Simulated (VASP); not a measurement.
# SrO (Fm-3m) in VASP: further runs

SrO is run at these levels: PBE+D3(BJ); tasks: single point, relaxation of cell and atoms.

All numbers are computed with VASP 6.6.1; they aren't measurements. Logs are shortened: lines on timing, memory, paths and dates and some standing lists are left out, and cuts for length are marked.

## (1) The cell of the first run

The structure is cubic, space group Fm-3m (No. 225). Conventional cell: a = 5.161 Å, b = 5.161 Å, c = 5.161 Å, α = 90.00°, β = 90.00°, γ = 90.00°. Sr (site symmetry m-3m) has 6 O at 2.58 Å within 3.4 Å. O (site symmetry m-3m) has 6 Sr at 2.58 Å within 3.4 Å.

## (2) Single point, PBE+D3(BJ)

File INCAR:

```
SYSTEM = SrO
  ALGO = Normal
  EDIFF = 1E-6
  ENCUT = 600
  GGA = PE
  GGA_COMPAT = .False.
  ISIF = 2
  ISMEAR = 0
  IVDW = 12
  LASPH = .True.
  LCHARG = .False.
  LREAL = .False.
  LWAVE = .False.
  NBANDS = 15
  NELM = 120
  PREC = Accurate
  SIGMA = 0.1
```

File KPOINTS:

```
k-points
0
Gamma
  6 6 6
  0 0 0
```

File POSCAR:

```
SrO
1.0
    0.0000000000      2.5806600000      2.5806600000
    2.5806600000      0.0000000000      2.5806600000
    2.5806600000      2.5806600000      0.0000000000
Sr O
1 1
Direct
    0.0000000000      0.0000000000      0.0000000000
    0.5000000000      0.5000000000      0.5000000000
```

Potentials or basis: VASP PAW PBE potentials, release 64 (Sr_sv, O).

Run with:

```console
$ cat potpaw_PBE.64/Sr_sv/POTCAR potpaw_PBE.64/O/POTCAR > POTCAR
$ mpirun -np 1 vasp_std > vasp.out
```

OUTCAR:

```text
SYSTEM = SrO
   EDIFF = 1E-6
   ENCUT = 600
   GGA = PE
   ISIF = 2
   ISMEAR = 0
   IVDW = 12
   LASPH = .True.
   LREAL = .False.
   NELM = 120
   PREC = Accurate
 IVDW          = 12

 ion  position               nearest neighbor table
   1  0.000  0.000  0.000-   2 2.58   2 2.58   2 2.58   2 2.58   2 2.58   2 2.58
   2  0.500  0.500  0.500-   1 2.58   1 2.58   1 2.58   1 2.58   1 2.58   1 2.58

  LATTYP: Found a face centered cubic cell.
 ALAT       =     5.1613200000

  Lattice vectors:

 A1 = (   0.0000000000,   2.5806600000,   2.5806600000)
 A2 = (   2.5806600000,   0.0000000000,   2.5806600000)
 A3 = (   2.5806600000,   2.5806600000,   0.0000000000)

Analysis of symmetry for initial positions (statically):
=====================================================================
 Subroutine PRICEL returns:
 Original cell was already a primitive cell.

 Routine SETGRP: Setting up the symmetry group for a
 face centered cubic supercell.

 Subroutine GETGRP returns: Found 48 space group operations
 (whereof 48 operations were pure point group operations)
 out of a pool of 48 trial point group operations.

The static configuration has the point symmetry O_h .

Analysis of symmetry for dynamics (positions and initial velocities):
=====================================================================
 Subroutine PRICEL returns:
 Original cell was already a primitive cell.

 Routine SETGRP: Setting up the symmetry group for a
 face centered cubic supercell.

 Subroutine GETGRP returns: Found 48 space group operations
 (whereof 48 operations were pure point group operations)
 out of a pool of 48 trial point group operations.

The dynamic configuration has the point symmetry O_h .

 Subroutine INISYM returns: Found 48 space group operations
 (whereof 48 operations are pure point group operations),
 and found     1 'primitive' translations

----------------------------------------------------------------------------------------

                                     Primitive cell

  volume of cell :      34.3734

  direct lattice vectors                    reciprocal lattice vectors
     0.000000000  2.580660000  2.580660000    -0.193748886  0.193748886  0.193748886
     2.580660000  0.000000000  2.580660000     0.193748886 -0.193748886  0.193748886
     2.580660000  2.580660000  0.000000000     0.193748886  0.193748886 -0.193748886

  length of vectors
     3.649604372  3.649604372  3.649604372     0.335582914  0.335582914  0.335582914

  position of ions in fractional coordinates (direct lattice)
     0.000000000  0.000000000  0.000000000
     0.500000000  0.500000000  0.500000000

  ion indices of the primitive-cell ions
   primitive index   ion index
[... 79 lines left out ...]
   EFERMI =   0.00;   METHOD = LEGACY
   ISMEAR =     0;   SIGMA  =   0.10  broadening in eV -4-tet -1-fermi 0-gaus
   EFERMI_NEDOS =   21; number of points for ismear=-14 and -15
   IALGO  =     38    algorithm
   IMIX   =      4    mixing-type and parameters
     AMIX     =   0.40;   BMIX     =  1.00
     AMIX_MAG =   1.60;   BMIX_MAG =  1.00
  volume/ion in A,a.u.               =      17.19       115.98
  Fermi-wavevector in a.u.,A,eV,Ry     =   1.268744  2.397579 21.901456  1.609712
  Thomas-Fermi vector in A             =   2.401823
   LORBIT       =      0    0 simple, 1 ext, 2 COOP (PROOUT), +10 PAW based schemes
   GGA     = PE    functional components
   LHFCALC =     F    Hartree Fock is set to
   AEXX    =    0.0000 exact exchange contribution
   IVDW    =    12    specifies the selected vdW correction
   LEPSILON=     F    determine dielectric tensor
   LRPA    =     F    only Hartree local field effects (RPA)
 non-spin polarized calculation
 Gauss-broadening in eV      SIGMA  =   0.10
  energy-cutoff  :      600.00
  volume of cell :       34.37
 maximum number of plane-waves:      1167
 NGX is ok and might be reduce to    30
   NGX = 15   NGY = 15   NGZ = 15

 number of electron      15.9999998 magnetization

 Free energy of the ion-electron system (eV)
  ---------------------------------------------------
  ext. energy  EPLUGINS =         0.00000000
  ---------------------------------------------------
  free energy    TOTEN  =       -12.04994254 eV

  energy without entropy =      -12.04994254  energy(sigma->0) =      -12.04994254

 E-fermi :   2.0434     XC(G=0):  -9.9731

 val. band max:        1.6096296654   @ k =   0.0000   0.0000   0.0000
 cond. band min:       4.8814504750   @ k =   0.5000   0.5000   0.0000
 fundamental gap:      3.2718208096
 Fermi energy:         2.0433507752

 k-point     1 :       0.0000    0.0000    0.0000
  band No.  band energies     occupation
      1     -30.8185      2.00000
      2     -13.4663      2.00000
      3     -12.4679      2.00000
      4     -12.4679      2.00000
      5     -12.4679      2.00000
      6       1.6096      2.00000
      7       1.6096      2.00000
      8       1.6096      2.00000
      9       5.5133      0.00000
     10       7.7960      0.00000
     11       7.7960      0.00000
     12       7.7960      0.00000
     13       9.9380      0.00000
     14       9.9380      0.00000
[... 257 lines left out ...]
      2     -14.0238      2.00000
      3     -13.2550      2.00000
      4     -12.9700      2.00000
      5     -12.0585      2.00000
      6       0.7359      2.00000
      7       1.1337      2.00000
      8       1.2633      2.00000
      9       6.2446      0.00000
     10       9.1399      0.00000
     11       9.9842      0.00000
     12      12.5172      0.00000
     13      12.6225      0.00000
     14      14.4443      0.00000
     15      14.9743      0.00000

------------------------ aborting loop because EDIFF is reached ----------------------------------------

 Edisp (eV)   -0.48580

 E8    (eV) :    -0.2368

  FORCE on cell =-STRESS in cart. coord.  units (eV):
  Direction    XX          YY          ZZ          XY          YZ          ZX
  --------------------------------------------------------------------------------------
  -------------------------------------------------------------------------------------
  Total      -0.03324    -0.03324    -0.03324    -0.00000     0.00000    -0.00000
  in kB      -1.54950    -1.54950    -1.54950    -0.00000     0.00000    -0.00000
  external pressure =       -1.55 kB  Pullay stress =        0.00 kB

 VOLUME and BASIS-vectors are now :
 -----------------------------------------------------------------------------
  energy-cutoff  :      600.00
  volume of cell :       34.37
      direct lattice vectors                 reciprocal lattice vectors
     0.000000000  2.580660000  2.580660000    -0.193748886  0.193748886  0.193748886
     2.580660000  0.000000000  2.580660000     0.193748886 -0.193748886  0.193748886
     2.580660000  2.580660000  0.000000000     0.193748886  0.193748886 -0.193748886

 POSITION                                       TOTAL-FORCE (eV/Angst)
 -----------------------------------------------------------------------------------
      0.00000      0.00000      0.00000         0.000000      0.000000      0.000000
      2.58066      2.58066      2.58066        -0.000000     -0.000000     -0.000000
 -----------------------------------------------------------------------------------
    total drift:                                0.000000      0.000000      0.000000

  FREE ENERGIE OF THE ION-ELECTRON SYSTEM (eV)
  ---------------------------------------------------
  free  energy   TOTEN  =       -12.5357406324 eV

  energy  without entropy=      -12.5357406324  energy(sigma->0) =      -12.53574063
```

OSZICAR:

```text
N       E                     dE             d eps       ncg     rms          rms(c)
DAV:   1     0.780687035273E+02    0.78069E+02   -0.93059E+03   480   0.117E+03
DAV:   2    -0.104686162783E+02   -0.88537E+02   -0.81961E+02   671   0.232E+02
DAV:   3    -0.141902001911E+02   -0.37216E+01   -0.37079E+01   662   0.438E+01
DAV:   4    -0.142485138019E+02   -0.58314E-01   -0.58310E-01   625   0.534E+00
DAV:   5    -0.142498639320E+02   -0.13501E-02   -0.13501E-02   592   0.675E-01    0.161E+01
DAV:   6    -0.122024410542E+02    0.20474E+01   -0.67304E+00   487   0.194E+01    0.190E+01
DAV:   7    -0.120592658666E+02    0.14318E+00   -0.30572E-01   550   0.490E+00    0.110E+01
DAV:   8    -0.120479833071E+02    0.11283E-01   -0.12034E-01   620   0.347E+00    0.427E-01
DAV:   9    -0.120493239283E+02   -0.13406E-02   -0.58646E-03   598   0.487E-01    0.235E-01
DAV:  10    -0.120497799277E+02   -0.45600E-03   -0.45682E-04   536   0.203E-01    0.875E-02
DAV:  11    -0.120499238591E+02   -0.14393E-03   -0.14501E-04   515   0.902E-02    0.278E-02
DAV:  12    -0.120499424998E+02   -0.18641E-04   -0.28489E-05   522   0.395E-02    0.248E-02
DAV:  13    -0.120499425420E+02   -0.42203E-07   -0.16386E-06   514   0.112E-02
   1 F= -.12535741E+02 E0= -.12535741E+02  d E =-.530345E-11
```

stdout:

```text
POSCAR found type information on POSCAR SrO
 POSCAR found :  2 types and       2 ions
 scaLAPACK will be used
 LDA part: xc-table for (Slater+PW92), standard interpolation
 POSCAR, INCAR and KPOINTS ok, starting setup
 FFT: planning ... GRIDC
 FFT: planning ... GRID_SOFT
 FFT: planning ... GRID
 WAVECAR not read
 entering main loop
```

Wall time 29 s (1 thread of Intel Xeon 8259CL, shared host); peak memory 0.18 GiB.

What came out:

```
Free energy                : -12.5357 eV
Pressure                   : -0.2 GPa
Band gap on the k mesh     : 3.27 eV (least direct gap 3.37 eV)
Dispersion energy per atom : -0.243 eV
```

## (3) Single point, PBE+D3(BJ)

This run uses another cell than the first one, of 17.07 Å³/atom.

File INCAR:

```
  ALGO = Normal
  EDIFF = 1E-6
  ENCUT = 600
  GGA = PE
  GGA_COMPAT = F
  ISIF = 2
  ISMEAR = 0
  IVDW = 12
  LASPH = T
  LCHARG = F
  LREAL = F
  LWAVE = F
  NBANDS = 15
  NELM = 120
  PREC = Accurate
  SIGMA = 0.02
```

File KPOINTS:

```
k-points
0
Gamma
  8 8 8
```

File POSCAR:

```
SrO
1.0
    0.0000000000      2.5747461323      2.5747461323
    2.5747461323      0.0000000000      2.5747461323
    2.5747461323      2.5747461323      0.0000000000
Sr O
1 1
Direct
    0.0000000000      0.0000000000      0.0000000000
    0.5000000000      0.5000000000      0.5000000000
```

Potentials or basis: VASP PAW PBE potentials, release 64 (Sr_sv, O).

Run with:

```console
$ cat potpaw_PBE.64/Sr_sv/POTCAR potpaw_PBE.64/O/POTCAR > POTCAR
$ mpirun -np 1 vasp_std > vasp.out
```

Wall time 45 s (1 thread of Intel Xeon 8259CL, shared host); peak memory 0.19 GiB.

Results (log left out):

```
Free energy                : -12.5353 eV
Pressure                   : 0.5 GPa
Band gap on the k mesh     : 3.27 eV (least direct gap 3.36 eV)
Dispersion energy per atom : -0.245 eV
```

Levels at points of the mesh, in eV from the valence-band top:
```csv
k point,band 4,band 5,band 6,band 7,band 8,band 9,band 10,band 11,band 12,band 13
"(0.00, 0.00, 0.00)",-14.05,-14.05,0.00,0.00,0.00,3.95,6.20,6.20,6.20,8.36
"(0.50, 0.00, 0.00)",-14.13,-12.86,-2.16,-1.13,-1.13,6.53,8.42,8.82,8.82,11.87
"(0.50, 0.50, 0.00)",-14.41,-14.41,-0.44,-0.09,-0.09,3.27,7.77,10.15,10.34,11.06
```

A k mesh can miss the band edges. PBE gaps usually lie below the measured ones, often by a third to a half.

## (4) Relaxation of cell and atoms, PBE+D3(BJ)

File INCAR:

```
SYSTEM = SrO
PREC = Accurate
ENCUT = 600
EDIFF = 1E-7
ISMEAR = 0
SIGMA = 0.02
LREAL = .FALSE.
LASPH = .TRUE.
NELM = 120
ALGO = Normal
ISIF = 3
LWAVE = .FALSE.
LCHARG = .FALSE.
GGA = PE
IVDW = 12
IBRION = 2
NSW = 100
EDIFFG = -0.002
GGA_COMPAT = .FALSE.
NELMIN = 4
```

File KPOINTS:

```
regular mesh
0
G
  8 8 8
  0 0 0
```

File POSCAR:

```
SrO
1.0
    0.0000000000      2.5806600000      2.5806600000
    2.5806600000      0.0000000000      2.5806600000
    2.5806600000      2.5806600000      0.0000000000
Sr O
1 1
Direct
    0.0000000000      0.0000000000      0.0000000000
    0.5000000000      0.5000000000      0.5000000000
```

Run with:

```console
$ cat potpaw_PBE.64/Sr_sv/POTCAR potpaw_PBE.64/O/POTCAR > POTCAR
$ mpirun -np 1 vasp_std > vasp.out
```

Run time: 85 s. Hardware: 1 thread of Intel Xeon 8259CL, shared host; peak memory 0.19 GiB.

The run converged. Its results:

| Property | Result |
| --- | --- |
| Free energy | -12.5359 eV |
| Relaxed volume | 17.16 Å³/atom |
| Relaxed cell | a = 3.647 Å, b = 3.647 Å, c = 3.647 Å, α = 60.00°, β = 60.00°, γ = 60.00° |
| Space group after relaxing (to 0.1 Å) | Fm-3m (No. 225) |
| Energy gained by relaxing | 0.0 meV/atom |
| Ionic steps | 3 |
| Pressure after relaxing | 0.0 GPa |
| Band gap on the k mesh | 3.27 eV (least direct gap 3.37 eV) |
| Dispersion energy per atom | -0.243 eV |

Final structure:
```xyz
2
Lattice="0.0000 2.5791 2.5791 2.5791 0.0000 2.5791 2.5791 2.5791 0.0000" Properties=species:S:1:pos:R:3 pbc="T T T"
Sr    0.0000    0.0000    0.0000
O     2.5791    2.5791    2.5791
```

Levels at points of the mesh, in eV from the valence-band top:
| k point | band 5 | band 6 | band 7 | band 8 | band 9 | band 10 | band 11 | band 12 |
| --- | --- | --- | --- | --- | --- | --- | --- | --- |
| (0.00, 0.00, 0.00) | -14.07 | 0.00 | 0.00 | 0.00 | 3.92 | 6.19 | 6.19 | 6.19 |
| (0.50, 0.00, 0.00) | -12.89 | -2.15 | -1.12 | -1.12 | 6.51 | 8.38 | 8.79 | 8.79 |
| (0.50, 0.50, 0.00) | -14.42 | -0.45 | -0.09 | -0.09 | 3.27 | 7.73 | 10.11 | 10.30 |

A k mesh can miss the band edges. As with any semilocal functional, this PBE gap is likely too small.

## (5) The runs side by side

| task | cell | k mesh | smearing | gap on the mesh (eV) | pressure (GPa) |
| --- | --- | --- | --- | --- | --- |
| single point | a = 3.650 Å, angles 60.0°, 2 atoms | 6 × 6 × 6 | gaussian 0.1 eV | 3.27 | -0.2 |
| single point | a = 3.641 Å, angles 60.0°, 2 atoms | 8 × 8 × 8 | gaussian 0.02 eV | 3.27 | 0.5 |
| relaxation of cell and atoms | relaxed from a = 3.650 Å, angles 60.0°, 2 atoms | 8 × 8 × 8 | gaussian 0.02 eV | 3.27 | 0.0 |

Alike in all rows: level PBE+D3(BJ); potentials or basis VASP PAW PBE potentials, release 64 (Sr_sv, O); no spin polarisation; cutoff (eV) 600.

Absolute energies hang on the potentials; compare differences alone.
